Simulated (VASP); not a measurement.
# Sc (P6_3/mmc) in VASP: vibrations by perturbation theory with LDA

Aim: the vibrations by perturbation theory of Sc with LDA.

All numbers are computed with VASP 6.6.1; they aren't measurements. Logs are shortened: lines on timing, memory, paths and dates and some standing lists are left out, and cuts for length are marked.

### 1 The cell of the first run

Symmetry: P6_3/mmc, No. 194, hexagonal system. The conventional cell has a = 3.225 Å, b = 3.225 Å, c = 5.031 Å, α = 90.00°, β = 90.00°, γ = 120.00°. Within 4.1 Å of Sc (site symmetry -6m2) lie 12 Sc at 3.13 to 3.23 Å.

### 2 Vibrations by perturbation theory, LDA

INCAR

```
ALGO = Normal
EDIFF = 1E-8
ENCUT = 520
GGA = CA
IBRION = 8
ISIF = 2
ISMEAR = -1
LASPH = True
LCHARG = True
LREAL = False
LWAVE = False
NELM = 60
NSW = 1
PREC = Accurate
SIGMA = 0.15
```

KPOINTS

```
k-points
0
Gamma
  12 12 8
```

POSCAR

```
Sc
1.0
    3.2252108423      0.0000000028      0.0000000000
   -1.6126054236      2.7931145205      0.0000000000
    0.0000000000      0.0000000000      5.0312470969
Sc
2
Direct
    0.3333333333      0.6666666667      0.2500000000
    0.6666666667      0.3333333333      0.7500000000
```

Potentials or basis: VASP PAW LDA potentials, release 64 (Sc_sv).

The run is started by

```
cat potpaw_LDA.64/Sc_sv/POTCAR > POTCAR
mpirun -np 1 vasp_std > vasp.out
```

OUTCAR:

```text
EDIFF = 1E-8
   ENCUT = 520
   GGA = CA
   IBRION = 8
   ISIF = 2
   ISMEAR = -1
   LASPH = True
   LREAL = False
   NELM = 60
   NSW = 1
   PREC = Accurate

 ion  position               nearest neighbor table
   1  0.333  0.667  0.250-   2 3.13   2 3.13   2 3.13   2 3.13   2 3.13   2 3.13
   2  0.667  0.333  0.750-   1 3.13   1 3.13   1 3.13   1 3.13   1 3.13   1 3.13

  LATTYP: Found a hexagonal cell.
 ALAT       =     3.2252108423
 C/A-ratio  =     1.5599746320

  Lattice vectors:

 A1 = (   3.2252108423,   0.0000000028,   0.0000000000)
 A2 = (  -1.6126054236,   2.7931145205,   0.0000000000)
 A3 = (   0.0000000000,   0.0000000000,   5.0312470969)

Analysis of symmetry for initial positions (statically):
=====================================================================
 Subroutine PRICEL returns:
 Original cell was already a primitive cell.

 Routine SETGRP: Setting up the symmetry group for a
 hexagonal supercell.

 Subroutine GETGRP returns: Found 24 space group operations
 (whereof 12 operations were pure point group operations)
 out of a pool of 24 trial point group operations.

The static configuration has the point symmetry D_3d.
 The point group associated with its full space group is D_6h.

Analysis of symmetry for dynamics (positions and initial velocities):
=====================================================================
 Subroutine PRICEL returns:
 Original cell was already a primitive cell.

 Routine SETGRP: Setting up the symmetry group for a
 hexagonal supercell.

 Subroutine GETGRP returns: Found 24 space group operations
 (whereof 12 operations were pure point group operations)
 out of a pool of 24 trial point group operations.

The dynamic configuration has the point symmetry D_3d.
 The point group associated with its full space group is D_6h.

 Subroutine INISYM returns: Found 24 space group operations
 (whereof 12 operations are pure point group operations),
 and found     1 'primitive' translations
[... 598 lines left out ...]
  energy-cutoff  :      520.00
  volume of cell :       45.32
      direct lattice vectors                 reciprocal lattice vectors
     3.225210842  0.000000003  0.000000000     0.310057248  0.179011636  0.000000000
    -1.612605424  2.793114521  0.000000000    -0.000000000  0.358023272  0.000000000
     0.000000000  0.000000000  5.031247097     0.000000000  0.000000000  0.198757879

 POSITION                                       TOTAL-FORCE (eV/Angst)
 -----------------------------------------------------------------------------------
     -0.00000      1.86208      1.25781         0.000000     -0.000000      0.000000
      1.61261      0.93104      3.77344         0.000000      0.000000      0.000000
 -----------------------------------------------------------------------------------
    total drift:                               -0.000000      0.000000     -0.000000

  FREE ENERGIE OF THE ION-ELECTRON SYSTEM (eV)
  ---------------------------------------------------
  free  energy   TOTEN  =       -13.5786657151 eV

  energy  without entropy=      -13.3347456935  energy(sigma->0) =      -13.45670570

[... ionic steps 2 to 3 ...]

--------------------------------------- Ionic step        4  -------------------------------------------

------------------------ aborting loop because EDIFF is reached ----------------------------------------

[... ionic steps 5 to 5 ...]

--------------------------------------- Ionic step        6  -------------------------------------------

 Free energy of the ion-electron system (eV)
  ---------------------------------------------------
  ---------------------------------------------------
  free energy    TOTEN  =        -0.79396004 eV

  energy without entropy =       -0.79396004

------------------------ aborting loop because EDIFF is reached ----------------------------------------

 INTERNAL STRAIN TENSOR  FOR ION    1  DIRECTION 3   (eV/Angst):
 -----------------------------------------------------------------------------
     0.00757 -0.00000 -0.00000
    -0.00000  0.00757 -0.00000
    -0.00000 -0.00000 -0.02181

 INTERNAL STRAIN TENSOR FOR ION    2 for displacements in x,y,z  (eV/Angst):
          X           Y           Z          XY          YZ          ZX
  --------------------------------------------------------------------------------
  x    -0.00000     0.00000    -0.00000     1.94627     0.00000     0.00000
  y     1.94627    -1.94627     0.00000     0.00000     0.00000     0.00000
  z     0.00000     0.00000     0.00000     0.00000    -0.00000    -0.00000

 SECOND DERIVATIVES (NOT SYMMETRIZED)
 ------------------------------------
               1X          1Y          1Z          2X          2Y          2Z
  1X    -1.501213    0.000000    0.000000    1.501213   -0.000000    0.000000
  1Y     0.000000   -1.501213    0.000000   -0.000000    1.501213    0.000000
  1Z     0.000000    0.000000   -4.284834    0.000000   -0.000000    4.284834
  2X     1.501213   -0.000000    0.000000   -1.501213    0.000000    0.000000
  2Y    -0.000000    1.501213    0.000000    0.000000   -1.501213    0.000000
  2Z     0.000000   -0.000000    4.284834    0.000000    0.000000   -4.284834

 Eigenvectors and eigenvalues of the dynamical matrix
 ----------------------------------------------------

   1 f  =    6.825570 THz    42.886320 2PiTHz  227.676503 cm-1    28.228276 meV
             X         Y         Z           dx          dy          dz
     -0.000000  1.862076  1.257812     0.000000   -0.000000    0.707107
      1.612605  0.931038  3.773435     0.000000   -0.000000   -0.707107
[... 16 lines left out ...]
   5 f  =    0.000000 THz     0.000000 2PiTHz    0.000001 cm-1     0.000000 meV
             X         Y         Z           dx          dy          dz
     -0.000000  1.862076  1.257812     0.686917   -0.016873   -0.166916
      1.612605  0.931038  3.773435     0.686917   -0.016873   -0.166916

   6 f/i=    0.000000 THz     0.000000 2PiTHz    0.000002 cm-1     0.000000 meV
             X         Y         Z           dx          dy          dz
     -0.000000  1.862076  1.257812    -0.098953   -0.608865   -0.345675
      1.612605  0.931038  3.773435    -0.098953   -0.608865   -0.345675

--------------------------------------------------------------------------------------------------------

 ELASTIC MODULI CONTR FROM IONIC RELAXATION (kBar)
 Direction    XX          YY          ZZ          XY          YZ          ZX
 --------------------------------------------------------------------------------
 XX         -89.1975     89.1975     -0.0000      0.0000      0.0000      0.0000
 YY          89.1975    -89.1975      0.0000      0.0000      0.0000      0.0000
 ZZ          -0.0000      0.0000     -0.0000      0.0000      0.0000      0.0000
 XY           0.0000      0.0000      0.0000    -89.1975     -0.0000     -0.0000
 YZ           0.0000      0.0000      0.0000     -0.0000     -0.0000     -0.0000
 ZX           0.0000      0.0000      0.0000     -0.0000     -0.0000     -0.0000
 --------------------------------------------------------------------------------
```

OSZICAR:

```text
N       E                     dE             d eps       ncg     rms          rms(c)
DAV:   1     0.392322238625E+03    0.39232E+03   -0.10992E+04  2858   0.163E+03
DAV:   2     0.982927994718E+01   -0.38249E+03   -0.37666E+03  4033   0.682E+02
DAV:   3    -0.144583063167E+02   -0.24288E+02   -0.23534E+02  4828   0.213E+02
DAV:   4    -0.148624763997E+02   -0.40417E+00   -0.39584E+00  4363   0.225E+01
[... 61 lines left out ...]
RMM:  18    -0.793960048329E+00   -0.27208E-08   -0.21931E-07  7705   0.128E-04    0.179E-07
RMM:  19    -0.793960046098E+00    0.22310E-08   -0.13298E-07  7888   0.110E-04    0.983E-07
RMM:  20    -0.793960041750E+00    0.43479E-08   -0.12604E-07  7442   0.106E-04    0.566E-07
RMM:  21    -0.793960036888E+00    0.48617E-08   -0.82683E-08  7857   0.965E-05    0.552E-07
 Linear response finished
```

It took 4.1 min on 1 thread of Intel Xeon 6975P-C (Granite Rapids), shared host; peak memory 0.54 GiB.

What came out:

```
Highest phonon frequency at Γ : 228 cm⁻¹
```

Phonon frequencies in cm⁻¹ (negative: imaginary):
| q point | frequencies |
| --- | --- |
| (0.000, 0.000, 0.000) | 0 0 0 135 135 228 |
